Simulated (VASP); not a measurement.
# SrO (Fm-3m) in VASP: a run that goes wrong, beside a sound one

Two runs on SrO: the first has a flaw, the second is sound.

Program: VASP 6.6.1. These are calculated values, not measurements. Logs are shortened: lines on timing, memory, paths and dates and some standing lists are left out, and cuts for length are marked.

## (1) The cell of the first run

It takes space group Fm-3m (No. 225, cubic). The conventional cell has a = 5.133 Å, b = 5.133 Å, c = 5.133 Å, α = 90.00°, β = 90.00°, γ = 90.00°. Within 3.4 Å of Sr (site symmetry m-3m) lie 6 O at 2.57 Å. O (site symmetry m-3m) has 6 Sr at 2.57 Å within 3.4 Å.

## (2) A run with an altered input

INCAR reads:

```
  METAGGA = SCAN
  ISMEAR = 0
  SIGMA = 0.03
  LWAVE = F
  LCHARG = F
  NBANDS = 20
  PREC = Accurate
  LASPH = T
  LREAL = F
  ALGO = Normal
  EDIFF = 1E-6
  NELM = 92
  GGA_COMPAT = F
  ENCUT = 460
  EFERMI = MIDGAP
  LMIXTAU = T
  ICHARG = 11
```

KPOINTS reads:

```
path GXWKGLUWLK,UX
8
line-mode
reciprocal
 0.0000000000  0.0000000000  0.0000000000  G
 0.5000000000  0.0000000000  0.5000000000  X

 0.5000000000  0.0000000000  0.5000000000  X
 0.5000000000  0.2500000000  0.7500000000  W

 0.5000000000  0.2500000000  0.7500000000  W
 0.3750000000  0.3750000000  0.7500000000  K

 0.3750000000  0.3750000000  0.7500000000  K
 0.0000000000  0.0000000000  0.0000000000  G

 0.0000000000  0.0000000000  0.0000000000  G
 0.5000000000  0.5000000000  0.5000000000  L

 0.5000000000  0.5000000000  0.5000000000  L
 0.6250000000  0.2500000000  0.6250000000  U

 0.6250000000  0.2500000000  0.6250000000  U
 0.5000000000  0.2500000000  0.7500000000  W

 0.5000000000  0.2500000000  0.7500000000  W
 0.5000000000  0.5000000000  0.5000000000  L

 0.5000000000  0.5000000000  0.5000000000  L
 0.3750000000  0.3750000000  0.7500000000  K

 0.6250000000  0.2500000000  0.6250000000  U
 0.5000000000  0.0000000000  0.5000000000  X
```

POSCAR reads:

```
SrO
1.0
    0.0000000000      2.5663000000      2.5663000000
    2.5663000000      0.0000000000      2.5663000000
    2.5663000000      2.5663000000      0.0000000000
Sr O
1 1
Direct
    0.5000000000      0.5000000000      0.5000000000
    0.0000000000      0.0000000000      0.0000000000
```

Potentials or basis: VASP PAW PBE potentials, release 64 (Sr_sv, O).

Run with:

```console
$ cat potpaw_PBE.64/Sr_sv/POTCAR potpaw_PBE.64/O/POTCAR > POTCAR
$ mpirun -np 1 vasp_std > vasp.out
```

OUTCAR:

```text
METAGGA = SCAN
   ISMEAR = 0
   PREC = Accurate
   LASPH = T
   LREAL = F
   EDIFF = 1E-6
   NELM = 92
   ENCUT = 460
   EFERMI = MIDGAP
   ICHARG = 11
[... 26 lines left out ...]
   LASPH  =      T    aspherical Exc in radial PAW
   ENCUT  =  460.0 eV  33.81 Ry    5.81 a.u.   6.35  6.35  6.35*2*pi/ulx,y,z
   NELM   =     92;   NELMIN=  2; NELMDL= -5     # of ELM steps
   EDIFF  = 0.1E-05   stopping-criterion for ELM
   LREAL  =      F    real-space projection
   EDIFFG = 0.1E-04   stopping-criterion for IOM
   NSW    =      0    number of steps for IOM
   IBRION =     -1    ionic relax: 0-MD 1-quasi-New 2-CG
   NFREE  =      0    steps in history (QN), initial steepest desc. (CG)
   ISIF   =      2    stress and relaxation
[... 23 lines left out ...]
   IVDW    =     0    specifies the selected vdW correction
   LEPSILON=     F    determine dielectric tensor
   LRPA    =     F    only Hartree local field effects (RPA)

   CSHIFT  =0.1000    complex shift for real part using Kramers Kronig

   OMEGAMAX=  -1.0    maximum frequency
 non-spin polarized calculation
 Gauss-broadening in eV      SIGMA  =   0.03
  energy-cutoff  :      460.00
  volume of cell :       33.80
 maximum number of plane-waves:       769
 NGX is ok and might be reduce to    28
```

On the terminal:

```text
POSCAR found type information on POSCAR SrO
 POSCAR found :  2 types and       2 ions
[... 34 lines left out ...]

1
```

It took 0.6 s on 1 thread of Intel Xeon 6975P-C (Granite Rapids), shared host.

The program refused the input. The input was made wrong on purpose: fixed density asked without a density file.

## (3) Band structure, SCAN

Changes to INCAR since step 2:

```diff
@@ -11,3 +11,3 @@
   EDIFF = 1E-6
-  NELM = 92
+  NELM = 120
   GGA_COMPAT = F
@@ -16,2 +16 @@
   LMIXTAU = T
-  ICHARG = 11
```

KPOINTS reads:

```
Automatic mesh
0
Gamma
  6 6 6
  0 0 0
```

KPOINTS_OPT reads:

```
path GXWKGLUWLK,UX
12
line-mode
reciprocal
 0.0000000000  0.0000000000  0.0000000000  G
 0.5000000000  0.0000000000  0.5000000000  X

 0.5000000000  0.0000000000  0.5000000000  X
 0.5000000000  0.2500000000  0.7500000000  W

 0.5000000000  0.2500000000  0.7500000000  W
 0.3750000000  0.3750000000  0.7500000000  K

 0.3750000000  0.3750000000  0.7500000000  K
 0.0000000000  0.0000000000  0.0000000000  G

 0.0000000000  0.0000000000  0.0000000000  G
 0.5000000000  0.5000000000  0.5000000000  L

 0.5000000000  0.5000000000  0.5000000000  L
 0.6250000000  0.2500000000  0.6250000000  U

 0.6250000000  0.2500000000  0.6250000000  U
 0.5000000000  0.2500000000  0.7500000000  W

 0.5000000000  0.2500000000  0.7500000000  W
 0.5000000000  0.5000000000  0.5000000000  L

 0.5000000000  0.5000000000  0.5000000000  L
 0.3750000000  0.3750000000  0.7500000000  K

 0.6250000000  0.2500000000  0.6250000000  U
 0.5000000000  0.0000000000  0.5000000000  X
```

POSCAR is that of step 2.

Potentials or basis: VASP PAW PBE potentials, release 64 (Sr_sv, O).

Run with:

```console
$ cat potpaw_PBE.64/Sr_sv/POTCAR potpaw_PBE.64/O/POTCAR > POTCAR
$ mpirun -np 1 vasp_std > vasp.out
```

It took 94 s on 1 thread of Intel Xeon 6975P-C (Granite Rapids), shared host; peak memory 0.17 GiB.

It converged, with:

```yaml
Free_energy: -34.5239 eV
Pressure: 1.1 GPa
Band_gap_on_the_k_mesh: 3.72 eV (least direct gap 3.80 eV)
Band_gap_along_the_path: 3.72 eV (least direct gap 3.80 eV)
```

Levels at the corners of the path, in eV from the valence-band top:
| point | band 6 | band 7 | band 8 | band 9 | band 10 | band 11 |
| --- | --- | --- | --- | --- | --- | --- |
| Γ | 0.00 | 0.00 | 0.00 | 4.63 | 6.79 | 6.79 |
| X | -0.43 | -0.08 | -0.08 | 3.72 | 8.57 | 11.00 |
| X | -0.43 | -0.08 | -0.08 | 3.72 | 8.57 | 11.00 |
| W | -1.12 | -0.43 | -0.43 | 6.55 | 6.55 | 9.39 |
| W | -1.12 | -0.43 | -0.43 | 6.55 | 6.55 | 9.39 |
| K | -0.94 | -0.57 | -0.47 | 5.27 | 8.51 | 9.50 |
| K | -0.94 | -0.57 | -0.47 | 5.27 | 8.51 | 9.50 |
| Γ | 0.00 | 0.00 | 0.00 | 4.63 | 6.79 | 6.79 |
| Γ | 0.00 | 0.00 | 0.00 | 4.63 | 6.79 | 6.79 |
| L | -2.13 | -1.13 | -1.13 | 7.11 | 9.05 | 9.52 |
| L | -2.13 | -1.13 | -1.13 | 7.11 | 9.05 | 9.52 |
| U | -0.94 | -0.57 | -0.47 | 5.27 | 8.51 | 9.50 |
| U | -0.94 | -0.57 | -0.47 | 5.27 | 8.51 | 9.50 |
| W | -1.12 | -0.43 | -0.43 | 6.55 | 6.55 | 9.39 |
| W | -1.12 | -0.43 | -0.43 | 6.55 | 6.55 | 9.39 |
| L | -2.13 | -1.13 | -1.13 | 7.11 | 9.05 | 9.52 |
| L | -2.13 | -1.13 | -1.13 | 7.11 | 9.05 | 9.52 |
| K | -0.94 | -0.57 | -0.47 | 5.27 | 8.51 | 9.50 |
| U | -0.94 | -0.57 | -0.47 | 5.27 | 8.51 | 9.50 |
| X | -0.43 | -0.08 | -0.08 | 3.72 | 8.57 | 11.00 |

Caveat: the cutoff is under 1.25 times the usual one of these potentials, so pressure, stress and relaxed cells hold a basis-set (Pulay) error; the PAW data sets were made with another functional, which shifts forces and pressure a little.
